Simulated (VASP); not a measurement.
# PbS (Galena) (Fm-3m) in VASP: notebook

The runs below take PbS (Galena) through single point, relaxation of cell and atoms, with PBE, BLYP+D3(BJ), revPBE, r2SCAN+D4.

Everything below comes from runs of VASP 6.6.1. Logs are shortened: lines on timing, memory, paths and dates and some standing lists are left out, and cuts for length are marked.

### Step 1. The cell of the first run

It takes space group Fm-3m (No. 225, cubic). The conventional cell has a = 5.931 Å, b = 5.931 Å, c = 5.931 Å, α = 90.00°, β = 90.00°, γ = 90.00°. Within 3.9 Å of Pb (site symmetry m-3m) lie 6 S at 2.97 Å. Within 3.9 Å of S (site symmetry m-3m) lie 6 Pb at 2.97 Å.

### Step 2. Single point, PBE

File INCAR:

```
SYSTEM = PbS
ALGO = Normal
EDIFF = 1E-7
ENCUT = 520
GGA = PE
ISIF = 2
ISMEAR = -1
LASPH = .TRUE.
LCHARG = .TRUE.
LELF = .TRUE.
LREAL = .FALSE.
LVHAR = .TRUE.
LWAVE = .FALSE.
NBANDS = 17
NELM = 60
PREC = Accurate
SIGMA = 0.05
```

File KPOINTS:

```
k-points
0
G
  6 6 6
  0 0 0
```

File POSCAR:

```
PbS
1.0
    0.0000000000      2.9657500000      2.9657500000
    2.9657500000      0.0000000000      2.9657500000
    2.9657500000      2.9657500000      0.0000000000
Pb S
1 1
Direct
    0.0000000000      0.0000000000      0.0000000000
    0.5000000000      0.5000000000      0.5000000000
```

Potentials or basis: VASP PAW PBE potentials, release 64 (Pb_d, S).

Started as:

```bash
cat potpaw_PBE.64/Pb_d/POTCAR potpaw_PBE.64/S/POTCAR > POTCAR
mpirun -np 1 vasp_std > vasp.out
```

OUTCAR:

```text
SYSTEM = PbS
   EDIFF = 1E-7
   ENCUT = 520
   GGA = PE
   ISIF = 2
   ISMEAR = -1
   LASPH = .TRUE.
   LREAL = .FALSE.
   NELM = 60
   PREC = Accurate

 ion  position               nearest neighbor table
   1  0.000  0.000  0.000-   2 2.97   2 2.97   2 2.97   2 2.97   2 2.97   2 2.97
   2  0.500  0.500  0.500-   1 2.97   1 2.97   1 2.97   1 2.97   1 2.97   1 2.97

  LATTYP: Found a face centered cubic cell.
 ALAT       =     5.9315000000

  Lattice vectors:

 A1 = (   0.0000000000,   2.9657500000,   2.9657500000)
 A2 = (   2.9657500000,   0.0000000000,   2.9657500000)
 A3 = (   2.9657500000,   2.9657500000,   0.0000000000)

Analysis of symmetry for initial positions (statically):
=====================================================================
 Subroutine PRICEL returns:
 Original cell was already a primitive cell.

 Routine SETGRP: Setting up the symmetry group for a
 face centered cubic supercell.

 Subroutine GETGRP returns: Found 48 space group operations
[... 9 lines left out ...]

 Routine SETGRP: Setting up the symmetry group for a
 face centered cubic supercell.

 Subroutine GETGRP returns: Found 48 space group operations
[... 11 lines left out ...]
                                     Primitive cell

  volume of cell :      52.1715

  direct lattice vectors                    reciprocal lattice vectors
     0.000000000  2.965750000  2.965750000    -0.168591419  0.168591419  0.168591419
     2.965750000  0.000000000  2.965750000     0.168591419 -0.168591419  0.168591419
     2.965750000  2.965750000  0.000000000     0.168591419  0.168591419 -0.168591419

  length of vectors
     4.194203873  4.194203873  4.194203873     0.292008903  0.292008903  0.292008903

  position of ions in fractional coordinates (direct lattice)
     0.000000000  0.000000000  0.000000000
     0.500000000  0.500000000  0.500000000

  ion indices of the primitive-cell ions
   primitive index   ion index
                 1           1
                 2           2

----------------------------------------------------------------------------------------

 KPOINTS: k-points

Automatic generation of k-mesh.
 Grid dimensions read from file:
 generate k-points for:    6    6    6

 Generating k-lattice:

[... 37 lines left out ...]
   dimension x,y,z NGX =    32 NGY =   32 NGZ =   32
   dimension x,y,z NGXF=    64 NGYF=   64 NGZF=   64
   ions per type =               1   1
   NGX,Y,Z   is equivalent  to a cutoff of  12.68, 12.68, 12.68 a.u.
   NGXF,Y,Z  is equivalent  to a cutoff of  25.37, 25.37, 25.37 a.u.
 SYSTEM =  PbS
   PREC   = accura    normal or accurate (medium, high low for compatibility)
   ISTART =      0    job   : 0-new  1-cont  2-samecut
   ICHARG =      2    charge: 1-file 2-atom 10-const
   ISPIN  =      1    spin polarized calculation?
   LNONCOLLINEAR =      F non collinear calculations
   LSORBIT =      F    spin-orbit coupling
   LASPH  =      T    aspherical Exc in radial PAW
   ENCUT  =  520.0 eV  38.22 Ry    6.18 a.u.   7.80  7.80  7.80*2*pi/ulx,y,z
   NELM   =     60;   NELMIN=  2; NELMDL= -5     # of ELM steps
   EDIFF  = 0.1E-06   stopping-criterion for ELM
   LREAL  =      F    real-space projection
   EDIFFG = 0.1E-05   stopping-criterion for IOM
   NSW    =      0    number of steps for IOM
   IBRION =     -1    ionic relax: 0-MD 1-quasi-New 2-CG
   NFREE  =      0    steps in history (QN), initial steepest desc. (CG)
   ISIF   =      2    stress and relaxation
   ISYM   =      2    0-nonsym 1-usesym 2-fastsym
   POTIM  = 0.5000    time-step for ionic-motion
   TEBEG  =    0.0;   TEEND  =   0.0 temperature during run
   PSTRESS=    0.0 pullay stress
   NELECT =      20.0000    total number of electrons
   NUPDOWN=      -1.0000    fix difference up-down
   EMIN   =  10.00;   EMAX   =-10.00  energy-range for DOS
   EFERMI =   0.00;   METHOD = LEGACY
   ISMEAR =    -1;   SIGMA  =   0.05  broadening in eV -4-tet -1-fermi 0-gaus
   EFERMI_NEDOS =   21; number of points for ismear=-14 and -15
   IALGO  =     38    algorithm
   IMIX   =      4    mixing-type and parameters
     AMIX     =   0.40;   BMIX     =  1.00
     AMIX_MAG =   1.60;   BMIX_MAG =  1.00
  volume/ion in A,a.u.               =      26.09       176.04
  Fermi-wavevector in a.u.,A,eV,Ry     =   1.189251  2.247359 19.242973  1.414319
  Thomas-Fermi vector in A             =   2.325363
   LORBIT       =      0    0 simple, 1 ext, 2 COOP (PROOUT), +10 PAW based schemes
   GGA     = PE    functional components
[... 5 lines left out ...]
 non-spin polarized calculation
  energy-cutoff  :      520.00
  volume of cell :       52.17
 maximum number of plane-waves:      1420
   NGX = 15   NGY = 15   NGZ = 15

 number of electron      19.9999998 magnetization

 Free energy of the ion-electron system (eV)
  ---------------------------------------------------
  ext. energy  EPLUGINS =         0.00000000
  ---------------------------------------------------
  free energy    TOTEN  =        -8.75765919 eV

  energy without entropy =       -8.75722370  energy(sigma->0) =       -8.75744145

 E-fermi :   6.0031     XC(G=0):  -9.6835

 val. band max:        5.8203107294   @ k =   0.5000   0.0000   0.0000
 cond. band min:       6.1859140769   @ k =   0.5000   0.0000   0.0000
 fundamental gap:      0.3656033476
 Fermi energy:         6.0031125616

 k-point     1 :       0.0000    0.0000    0.0000
  band No.  band energies     occupation
      1     -11.0013      2.00000
      2     -11.0013      2.00000
      3     -11.0013      2.00000
      4     -10.9849      2.00000
      5     -10.9849      2.00000
      6      -7.7779      2.00000
[... 297 lines left out ...]
      4     -10.9628      2.00000
      5     -10.9403      2.00000
      6      -6.0770      2.00000
[... 9 lines left out ...]
     16      17.6643      0.00000
     17      18.0747      0.00000

------------------------ aborting loop because EDIFF is reached ----------------------------------------

  FORCE on cell =-STRESS in cart. coord.  units (eV):
  Direction    XX          YY          ZZ          XY          YZ          ZX
  --------------------------------------------------------------------------------------
  -------------------------------------------------------------------------------------
  Total        0.6928118      0.6928118      0.6928118      0.0000000      0.0000000      0.0000000
  in kB       21.2761102     21.2761102     21.2761102      0.0000000      0.0000000      0.0000000
  external PRESSURE =      21.2761102 kB  Pullay stress =       0.0000000 kB

 VOLUME and BASIS-vectors are now :
 -----------------------------------------------------------------------------
  energy-cutoff  :      520.00
  volume of cell :       52.17
      direct lattice vectors                 reciprocal lattice vectors
     0.000000000  2.965750000  2.965750000    -0.168591419  0.168591419  0.168591419
     2.965750000  0.000000000  2.965750000     0.168591419 -0.168591419  0.168591419
     2.965750000  2.965750000  0.000000000     0.168591419  0.168591419 -0.168591419

 POSITION                                       TOTAL-FORCE (eV/Angst)
 -----------------------------------------------------------------------------------
      0.00000      0.00000      0.00000        -0.000000      0.000000      0.000000
      2.96575      2.96575      2.96575         0.000000     -0.000000     -0.000000
 -----------------------------------------------------------------------------------
    total drift:                                0.000000     -0.000000     -0.000000

  FREE ENERGIE OF THE ION-ELECTRON SYSTEM (eV)
  ---------------------------------------------------
  free  energy   TOTEN  =        -8.7576591926 eV

  energy  without entropy=       -8.7572237020  energy(sigma->0) =       -8.75744145
```

OSZICAR:

```text
N       E                     dE             d eps       ncg     rms          rms(c)
DAV:   1     0.158393927070E+03    0.15839E+03   -0.98111E+03   544   0.123E+03
DAV:   2     0.244406718980E+01   -0.15595E+03   -0.15092E+03   613   0.315E+02
DAV:   3    -0.894460270372E+01   -0.11389E+02   -0.11333E+02   676   0.893E+01
DAV:   4    -0.922994034609E+01   -0.28534E+00   -0.28511E+00   735   0.158E+01
DAV:   5    -0.923880722016E+01   -0.88669E-02   -0.88662E-02   764   0.262E+00    0.463E+00
DAV:   6    -0.875353712613E+01    0.48527E+00   -0.13878E+00   847   0.799E+00    0.326E+00
DAV:   7    -0.875442358123E+01   -0.88646E-03   -0.14340E-01   669   0.189E+00    0.188E+00
DAV:   8    -0.875803437894E+01   -0.36108E-02   -0.16753E-02   606   0.138E+00    0.275E-01
DAV:   9    -0.875746373393E+01    0.57065E-03   -0.35703E-03   831   0.518E-01    0.833E-02
DAV:  10    -0.875764830695E+01   -0.18457E-03   -0.38025E-04   619   0.114E-01    0.509E-02
DAV:  11    -0.875765866191E+01   -0.10355E-04   -0.47416E-05   759   0.737E-02    0.129E-02
DAV:  12    -0.875765918812E+01   -0.52621E-06   -0.43419E-06   695   0.241E-02    0.389E-03
DAV:  13    -0.875765919261E+01   -0.44831E-08   -0.26426E-07   725   0.438E-03
   1 F= -.87576592E+01 E0= -.87574414E+01  d E =-.435491E-03
```

Wall time 8 s (1 thread of Intel Xeon Platinum 8488C (Sapphire Rapids), shared host); peak memory 0.17 GiB.

Results:

- Free energy: -8.7577 eV
- Pressure: 2.1 GPa
- Band gap on the k mesh: 0.37 eV, direct

Caveat: spin-orbit coupling is left out, which moves the levels of the heavy elements.

### Step 3. Single point, BLYP+D3(BJ)

This run uses another cell than the first one, of 26.55 Å³/atom, 1.018 times its volume.

File INCAR:

```
PREC = Accurate ; ENCUT = 520
EDIFF = 1E-7 ; ISMEAR = -1
SIGMA = 0.05 ; LREAL = F
LASPH = T ; NELM = 60
ALGO = Normal ; ISIF = 2
LWAVE = F ; LCHARG = F
GGA = B5 ; ALDAX = 1.0
AGGAX = 1.0 ; AGGAC = 1.0
ALDAC = 0.0 ; IVDW = 12
VDW_S6 = 1.0 ; VDW_S8 = 2.6996
VDW_A1 = 0.4298 ; VDW_A2 = 4.2359
NBANDS = 17
```

File KPOINTS:

```
Automatic mesh
0
Gamma
  8 8 8
```

File POSCAR:

```
PbS
1.0
    0.0000000000      2.9831574533      2.9831574533
    2.9831574533      0.0000000000      2.9831574533
    2.9831574533      2.9831574533      0.0000000000
Pb S
1 1
Direct
    0.0000000000      0.0000000000      0.0000000000
    0.5000000000      0.5000000000      0.5000000000
```

Potentials or basis: VASP PAW PBE potentials, release 64 (Pb_d, S).

Started as:

```bash
cat potpaw_PBE.64/Pb_d/POTCAR potpaw_PBE.64/S/POTCAR > POTCAR
mpirun -np 1 vasp_std > vasp.out
```

Run time: 18 s. Hardware: 1 thread of Intel Xeon Platinum 8488C (Sapphire Rapids), shared host; peak memory 0.19 GiB.

It converged, with:

```
Free energy                : -9.2729 eV
Pressure                   : 0.0 GPa
Band gap on the k mesh     : 0.54 eV, direct
Dispersion energy per atom : -0.790 eV
```

Levels at points of the mesh, in eV from the valence-band top:
```
           k point  band 8  band 9  band 10  band 11  band 12  band 13
(0.00, 0.00, 0.00)   -2.04   -2.04    -2.04     5.09     5.09     5.09
(0.50, 0.00, 0.00)   -1.64   -1.64     0.00     0.54     2.02     2.02
(0.50, 0.50, 0.00)   -4.93   -3.26    -3.26     4.27     5.54     5.57
```

Caveat: the PAW data sets were made with another functional, which shifts forces and pressure a little; spin-orbit coupling is left out, which moves the levels of the heavy elements. A k mesh can miss the band edges.

(Part 1 of 2 ends here.)
